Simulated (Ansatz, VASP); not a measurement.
**Re in VASP and in Ansatz**

INCAR

```
PREC = Accurate ; ENCUT = 520
EDIFF = 1E-6 ; ISMEAR = 0
SIGMA = 0.15 ; LREAL = False
LASPH = True ; NELM = 100
ALGO = Fast ; ISIF = 2
LWAVE = False ; LCHARG = True
GGA = PE ; LELF = True
LVHAR = True ; NBANDS = 10
```

The input KPOINTS:

```
regular mesh
0
Gamma
  10 10 10
```

The input POSCAR:

```
Re
1.0
    0.0000000000      2.1885898504      1.6917799544
    2.1885898504      0.0000000000      1.6917799544
    2.1885898504      2.1885898504      0.0000000000
Re
1
Direct
    0.0000000000      0.0000000000      0.0000000000
```

Input for Ansatz:

```yaml
crystal:
  lattice:
    - [0.0, 2.1885898504, 1.6917799544]
    - [2.1885898504, 0.0, 1.6917799544]
    - [2.1885898504, 2.1885898504, 0.0]
  atoms:
    - { symbol: Re, position: [0.0, 0.0, 0.0] }
basis:
  ecutwfc: 420
kpoints:
  mp_grid: { grid: [10, 10, 10] }
hamiltonian:
  xc: pbe
scf:
  occupations: { method: gaussian, width: 0.15 }
output:
  forces: true
  stress: true
  eigenvalues: true
```

Alike in both runs: task single point; functional PBE; k mesh 10 × 10 × 10; occupations gaussian, width 0.15 eV; no spin polarisation.

```csv
,VASP,Ansatz
version,VASP 6.6.1,Ansatz 0.2.0
potentials or method,"VASP PAW PBE potentials, release 64 (Re), cutoff 520 eV","scalar-relativistic, plane waves, PAW"
valence electrons in the cell,7,15
```

VASP gave:

* gap on the k mesh at the Fermi level (eV): none
* pressure (GPa): -21.9
* traceless stress, the component that is largest in VASP (GPa): 2.79

Task: Estimate Ansatz's values.

Result: gap on the k mesh at the Fermi level (eV): none; pressure (GPa): -21.1; traceless stress, the component that is largest in VASP (GPa): 2.31.

A gap of «none» marks a metal or a gap that the smearing closes. With one functional, cell and mesh, what is left measures potentials, basis and numerics. VASP's potentials hold 7 valence electrons a cell and Ansatz's 15, so a difference there can come from the potentials and not from the codes.

Spin-orbit coupling is off throughout.
